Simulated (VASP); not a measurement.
# Al (I4/mmm) in VASP: a series of runs

Al is run at these levels: r2SCAN; tasks: single point.

Everything below comes from runs of VASP 6.6.1. Logs are shortened: lines on timing, memory, paths and dates and some standing lists are left out, and cuts for length are marked.

## 1. The cell of the first run

Symmetry: I4/mmm, No. 139, tetragonal system. The conventional cell has a = 2.902 Å, b = 2.902 Å, c = 3.939 Å, α = 90.00°, β = 90.00°, γ = 90.00°. Al (site symmetry 4/mmm) has 12 Al at 2.84 to 2.90 Å within 3.7 Å.

## 2. Single point, r2SCAN

The input, POSCAR:

```
Al
1.0
    0.0000000000      2.0517091992      1.9696408312
    2.0517091992      0.0000000000      1.9696408312
    2.0517091992      2.0517091992      0.0000000000
Al
1
Direct
    0.0000000000      0.0000000000      0.0000000000
```

The input, INCAR.step1:

```
SYSTEM = Al
ALGO = Normal ; EDIFF = 1E-4
ENCUT = 520 ; GGA = PE
ISMEAR = 0 ; LASPH = .TRUE.
LCHARG = .FALSE. ; LREAL = .FALSE.
LWAVE = .TRUE. ; NBANDS = 8
NELM = 80 ; PREC = Accurate
SIGMA = 0.2
```

The input, INCAR.step2:

```
SYSTEM = Al
ALGO = Normal ; EDIFF = 1E-6
ENCUT = 520 ; ISIF = 2
ISMEAR = 0 ; ISTART = 1
LASPH = .TRUE. ; LCHARG = .FALSE.
LMIXTAU = .TRUE. ; LREAL = .FALSE.
LWAVE = .FALSE. ; METAGGA = R2SCAN
NBANDS = 8 ; NELM = 80
PREC = Accurate ; SIGMA = 0.2
```

The input, KPOINTS:

```
k-points
0
G
  22 22 22
  0 0 0
```

Potentials or basis: VASP PAW PBE potentials, release 64 (Al).

Run with:

```bash
$ cat potpaw_PBE.64/Al/POTCAR > POTCAR
$ cp INCAR.step1 INCAR
$ mpirun -np 1 vasp_std > vasp.out
$ cp INCAR.step2 INCAR
$ mpirun -np 1 vasp_std > vasp.out
```

OUTCAR:

```text
SYSTEM = Al
   EDIFF = 1E-6
   ENCUT = 520
   ISIF = 2
   ISMEAR = 0
   ISTART = 1
   LASPH = .TRUE.
   LREAL = .FALSE.
   METAGGA = R2SCAN
   NELM = 80
   PREC = Accurate

 ion  position               nearest neighbor table
   1  0.000  0.000  0.000-

  LATTYP: Found a body centered tetragonal cell.
 ALAT       =     2.9015549756
 C/A-ratio  =     1.3576450199

  Lattice vectors:

 A1 = (   0.0000000000,  -2.0517091992,  -1.9696408312)
 A2 = (   0.0000000000,   2.0517091992,  -1.9696408312)
 A3 = (   2.0517091992,   0.0000000000,   1.9696408312)

Analysis of symmetry for initial positions (statically):
=====================================================================
 Subroutine PRICEL returns:
 Original cell was already a primitive cell.

 Routine SETGRP: Setting up the symmetry group for a
 body centered tetragonal supercell.

 Subroutine GETGRP returns: Found 16 space group operations
 (whereof 16 operations were pure point group operations)
 out of a pool of 16 trial point group operations.

The static configuration has the point symmetry D_4h.

Analysis of symmetry for dynamics (positions and initial velocities):
=====================================================================
 Subroutine PRICEL returns:
 Original cell was already a primitive cell.

 Routine SETGRP: Setting up the symmetry group for a
 body centered tetragonal supercell.

 Subroutine GETGRP returns: Found 16 space group operations
 (whereof 16 operations were pure point group operations)
 out of a pool of 16 trial point group operations.

The dynamic configuration has the point symmetry D_4h.

 Subroutine INISYM returns: Found 16 space group operations
 (whereof 16 operations are pure point group operations),
 and found     1 'primitive' translations

----------------------------------------------------------------------------------------

                                     Primitive cell

  volume of cell :      16.5824

  direct lattice vectors                    reciprocal lattice vectors
     0.000000000  2.051709199  1.969640831    -0.243699253  0.243699253  0.253853389
     2.051709199  0.000000000  1.969640831     0.243699253 -0.243699253  0.253853389
     2.051709199  2.051709199  0.000000000     0.243699253  0.243699253 -0.253853389

  length of vectors
     2.844115968  2.844115968  2.901554976     0.428042282  0.428042282  0.428042282

  position of ions in fractional coordinates (direct lattice)
     0.000000000  0.000000000  0.000000000

  ion indices of the primitive-cell ions
   primitive index   ion index
                 1           1

----------------------------------------------------------------------------------------

 KPOINTS: k-points

Automatic generation of k-mesh.
 Grid dimensions read from file:
 generate k-points for:   22   22   22

 Generating k-lattice:

  Cartesian coordinates                     Fractional coordinates (reciprocal lattice)
    -0.011077239  0.011077239  0.011538790     0.045454545  0.000000000  0.000000000
     0.011077239 -0.011077239  0.011538790     0.000000000  0.045454545  0.000000000
     0.011077239  0.011077239 -0.011538790     0.000000000  0.000000000  0.045454545

  Length of vectors
     0.019456467  0.019456467  0.019456467

  Shift w.r.t. Gamma in fractional coordinates (k-lattice)
     0.000000000  0.000000000  0.000000000

 Subroutine IBZKPT returns following result:
 ===========================================

 Found    834 irreducible k-points:

 Following reciprocal coordinates:
            Coordinates               Weight
  0.000000  0.000000  0.000000      1.000000
  0.045455  0.000000  0.000000      8.000000
  0.090909  0.000000  0.000000      8.000000
  0.136364  0.000000  0.000000      8.000000
  0.181818  0.000000  0.000000      8.000000
  0.227273 -0.000000  0.000000      8.000000
[... 16 lines left out ...]
  0.500000  0.045455  0.000000      8.000000
 -0.454545  0.045455  0.000000      8.000000
 [... further k-points ...]
   k-points           NKPTS =    834   k-points in BZ     NKDIM =    834   number of bands    NBANDS=      8
   number of dos      NEDOS =    301   number of ions     NIONS =      1
   total plane-waves  NPLWV =  13824
   dimension x,y,z NGX =    24 NGY =   24 NGZ =   24
   dimension x,y,z NGXF=    48 NGYF=   48 NGZF=   48
   ions per type =               1
   NGX,Y,Z   is equivalent  to a cutoff of  14.03, 14.03, 13.75 a.u.
   NGXF,Y,Z  is equivalent  to a cutoff of  28.06, 28.06, 27.50 a.u.
 SYSTEM =  Al
   PREC   = accura    normal or accurate (medium, high low for compatibility)
   ISTART =      1    job   : 0-new  1-cont  2-samecut
   ICHARG =      0    charge: 1-file 2-atom 10-const
   ISPIN  =      1    spin polarized calculation?
   LNONCOLLINEAR =      F non collinear calculations
   LSORBIT =      F    spin-orbit coupling
   LASPH  =      T    aspherical Exc in radial PAW
   ENCUT  =  520.0 eV  38.22 Ry    6.18 a.u.   5.29  5.29  5.39*2*pi/ulx,y,z
   NELM   =     80;   NELMIN=  2; NELMDL=  0     # of ELM steps
   EDIFF  = 0.1E-05   stopping-criterion for ELM
   LREAL  =      F    real-space projection
   EDIFFG = 0.1E-04   stopping-criterion for IOM
   NSW    =      0    number of steps for IOM
   IBRION =     -1    ionic relax: 0-MD 1-quasi-New 2-CG
   NFREE  =      0    steps in history (QN), initial steepest desc. (CG)
   ISIF   =      2    stress and relaxation
   ISYM   =      2    0-nonsym 1-usesym 2-fastsym
   POTIM  = 0.5000    time-step for ionic-motion
   TEBEG  =    0.0;   TEEND  =   0.0 temperature during run
   PSTRESS=    0.0 pullay stress
   NELECT =       3.0000    total number of electrons
   NUPDOWN=      -1.0000    fix difference up-down
   EMIN   =  10.00;   EMAX   =-10.00  energy-range for DOS
   EFERMI =   0.00;   METHOD = LEGACY
   ISMEAR =     0;   SIGMA  =   0.20  broadening in eV -4-tet -1-fermi 0-gaus
   EFERMI_NEDOS =   21; number of points for ismear=-14 and -15
   IALGO  =     38    algorithm
   IMIX   =      4    mixing-type and parameters
     AMIX     =   0.40;   BMIX     =  1.00
     AMIX_MAG =   1.60;   BMIX_MAG =  1.00
  volume/ion in A,a.u.               =      16.58       111.90
  Fermi-wavevector in a.u.,A,eV,Ry     =   0.925903  1.749704 11.664236  0.857297
  Thomas-Fermi vector in A             =   2.051808
   LORBIT       =      0    0 simple, 1 ext, 2 COOP (PROOUT), +10 PAW based schemes
   METAGGA = R2SCAN    functional components
   LHFCALC =     F    Hartree Fock is set to
   AEXX    =    0.0000 exact exchange contribution
   IVDW    =     0    specifies the selected vdW correction
   LEPSILON=     F    determine dielectric tensor
   LRPA    =     F    only Hartree local field effects (RPA)
 non-spin polarized calculation
 Gauss-broadening in eV      SIGMA  =   0.20
  energy-cutoff  :      520.00
  volume of cell :       16.58
 maximum number of plane-waves:       463
 NGX is ok and might be reduce to    24
   NGX = 11   NGY = 11   NGZ = 11

 number of electron       3.0000000 magnetization

 Free energy of the ion-electron system (eV)
  ---------------------------------------------------
  ext. energy  EPLUGINS =         0.00000000
  ---------------------------------------------------
  free energy    TOTEN  =        -6.73013459 eV

  energy without entropy =       -6.72279269  energy(sigma->0) =       -6.72646364

 E-fermi :   7.9701     XC(G=0): -10.8888

 val. band max:        7.9656859777   @ k =  -0.2273   0.4545   0.3182
 cond. band min:       7.9750495409   @ k =  -0.3636   0.0455   0.3636
 fundamental gap:      0.0093635633
 Fermi energy:         7.9700517618

 k-point     1 :       0.0000    0.0000    0.0000
  band No.  band energies     occupation
      1      -3.8388      2.00000
      2      21.1306      0.00000
      3      21.1306      0.00000
      4      21.5887      0.00000
      5      23.0278      0.00000
      6      23.1811      0.00000
      7      23.1812      0.00000
      8      25.3203      0.00000

 k-point     2 :       0.0455    0.0000    0.0000
  band No.  band energies     occupation
      1      -3.7792      2.00000
      2      20.1009      0.00000
      3      20.9205      0.00000
      4      21.2589      0.00000
      5      23.3465      0.00000
      6      23.4814      0.00000
      7      23.6188      0.00000
      8      25.9751      0.00000

 k-point     3 :       0.0909    0.0000    0.0000
  band No.  band energies     occupation
      1      -3.6006      2.00000
      2      18.2452      0.00000
      3      20.4960      0.00000
      4      20.8504      0.00000
      5      23.7118      0.00000
      6      24.0514      0.00000
      7      24.1547      0.00000
      8      26.5431      0.00000

 k-point     4 :       0.1364    0.0000    0.0000
  band No.  band energies     occupation
      1      -3.3033      2.00000
      2      16.3018      0.00000
      3      20.0613      0.00000
      4      20.4670      0.00000
      5      23.6152      0.00000
      6      24.7478      0.00000
      7      24.8386      0.00000
      8      25.9010      0.00000

 k-point     5 :       0.1818    0.0000    0.0000
  band No.  band energies     occupation
      1      -2.8881      2.00000
      2      14.3840      0.00000
      3      19.6852      0.00000
      4      20.1526      0.00000
      5      23.4572      0.00000
      6      24.2480      0.00000
      7      25.2633      0.00000
      8      26.3926      0.00000
[... 177 lines left out ...]
 k-point    22 :       0.4545    0.0455    0.0000
  band No.  band energies     occupation
      1       1.7157      2.00000
      2       4.9993      2.00000
      3      18.2847      0.00000
      4      19.8991      0.00000
      5      20.2616      0.00000
      6      21.2248      0.00000
      7      24.9136      0.00000
      8      25.0008      0.00000

 k-point    23 :       0.5000    0.0455    0.0000
  band No.  band energies     occupation
      1       2.8375      2.00000
      2       3.7108      2.00000
      3      18.5406      0.00000
      4      19.5982      0.00000
      5      20.3285      0.00000
      6      20.8109      0.00000
      7      24.4828      0.00000
      8      25.3491      0.00000

 k-point    24 :      -0.4545    0.0455    0.0000
  band No.  band energies     occupation
      1       2.3844      2.00000
      2       4.2061      2.00000
      3      18.8975      0.00000
      4      19.2003      0.00000
      5      20.4954      0.00000
      6      20.6924      0.00000
      7      24.0953      0.00000
      8      25.8520      0.00000

 [... further k-points ...]

------------------------ aborting loop because EDIFF is reached ----------------------------------------

  FORCE on cell =-STRESS in cart. coord.  units (eV):
  Direction    XX          YY          ZZ          XY          YZ          ZX
  --------------------------------------------------------------------------------------
  -------------------------------------------------------------------------------------
  Total       -0.4665311     -0.4665311     -0.1735300      0.0000000      0.0000000     -0.0000000
  in kB      -45.0757093    -45.0757093    -16.7662743      0.0000000      0.0000000     -0.0000000
  external PRESSURE =     -35.6392309 kB  Pullay stress =       0.0000000 kB

 VOLUME and BASIS-vectors are now :
 -----------------------------------------------------------------------------
  energy-cutoff  :      520.00
  volume of cell :       16.58
      direct lattice vectors                 reciprocal lattice vectors
     0.000000000  2.051709199  1.969640831    -0.243699253  0.243699253  0.253853389
     2.051709199  0.000000000  1.969640831     0.243699253 -0.243699253  0.253853389
     2.051709199  2.051709199  0.000000000     0.243699253  0.243699253 -0.253853389

 POSITION                                       TOTAL-FORCE (eV/Angst)
 -----------------------------------------------------------------------------------
      0.00000      0.00000      0.00000         0.000000      0.000000      0.000000
 -----------------------------------------------------------------------------------
    total drift:                                0.000000      0.000000     -0.000000

  FREE ENERGIE OF THE ION-ELECTRON SYSTEM (eV)
  ---------------------------------------------------
  free  energy   TOTEN  =        -6.7301345867 eV

  energy  without entropy=       -6.7227926880  energy(sigma->0) =       -6.72646364
```

Wall time 2.1 min (1 thread of Intel Xeon 6975P-C (Granite Rapids), shared host); peak memory 0.21 GiB.

Results:

```
Free energy            : -6.7301 eV
Pressure               : -3.6 GPa
Band gap on the k mesh : zero (an odd number of electrons rules out a gap without spin polarisation)
```

Stress tensor (GPa, compression positive):
```
-4.51  0.00  0.00
 0.00 -4.51  0.00
 0.00  0.00 -1.68
```

Caveat: the cell stands under tension; the PAW data sets were made with another functional, which shifts forces and pressure a little.

## 3. Single point, r2SCAN

The input, POSCAR:

```
Al
1.0
    0.0000000000      1.9913294518      2.0908959244
    1.9913294518      0.0000000000      2.0908959244
    1.9913294518      1.9913294518      0.0000000000
Al
1
Direct
    0.0000000000      0.0000000000      0.0000000000
```

The input, INCAR.step1:

```
PREC     = Accurate       # precision mode
ENCUT    = 520            # plane-wave cutoff, eV
ISMEAR   = 0              # smearing method
SIGMA    = 0.2            # smearing width, eV
LREAL    = F              # projectors in reciprocal space
LASPH    = T              # aspherical terms in the spheres
NELM     = 100            # most SCF steps
NBANDS   = 8              # bands
GGA      = PE             # functional
ALGO     = Normal         # electronic algorithm
EDIFF    = 1E-4           # SCF threshold, eV
LWAVE    = T              # write WAVECAR
LCHARG   = F              # write CHGCAR
```

The input, INCAR.step2:

```
PREC     = Accurate       # precision mode
ENCUT    = 520            # plane-wave cutoff, eV
EDIFF    = 1E-7           # SCF threshold, eV
ISMEAR   = 0              # smearing method
SIGMA    = 0.2            # smearing width, eV
LREAL    = F              # projectors in reciprocal space
LASPH    = T              # aspherical terms in the spheres
NELM     = 100            # most SCF steps
ALGO     = Normal         # electronic algorithm
ISIF     = 2              # what is computed and relaxed
LWAVE    = F              # write WAVECAR
LCHARG   = F              # write CHGCAR
METAGGA  = R2SCAN         # meta-GGA
LMIXTAU  = T            
NBANDS   = 8              # bands
ISTART   = 1
```

The input, KPOINTS:

```
regular mesh
0
Gamma
  22 22 22
```

Potentials or basis: VASP PAW PBE potentials, release 64 (Al).

Run with:

```bash
$ cat potpaw_PBE.64/Al/POTCAR > POTCAR
$ cp INCAR.step1 INCAR
$ mpirun -np 1 vasp_std > vasp.out
$ cp INCAR.step2 INCAR
$ mpirun -np 1 vasp_std > vasp.out
```

It took 2.3 min on 1 thread of Intel Xeon 6975P-C (Granite Rapids), shared host; peak memory 0.21 GiB.

The run converged. Its results:

```yaml
Free_energy: -6.7281 eV
Pressure: -3.5 GPa
Band_gap_on_the_k_mesh: zero (an odd number of electrons rules out a gap without spin polarisation)
```

Stress tensor (GPa, compression positive):
```
-2.41  0.00  0.00
 0.00 -2.41  0.00
 0.00  0.00 -5.70
```

Levels at points of the mesh, in eV from the Fermi level:
| k point | band 1 | band 2 | band 3 | band 4 | band 5 | band 6 |
| --- | --- | --- | --- | --- | --- | --- |
| (0.00, 0.00, 0.00) | -11.81 | 12.94 | 13.51 | 13.51 | 15.11 | 15.11 |
| (0.50, 0.00, 0.00) | -4.98 | -4.52 | 11.40 | 11.48 | 12.65 | 12.91 |
| (0.50, 0.50, 0.00) | -3.64 | -2.34 | 5.87 | 6.62 | 6.62 | 10.48 |
| (0.50, 0.00, 0.50) | -2.90 | -1.30 | 5.29 | 5.50 | 5.86 | 9.54 |

Caveat: the cell stands under tension; the PAW data sets were made with another functional, which shifts forces and pressure a little.
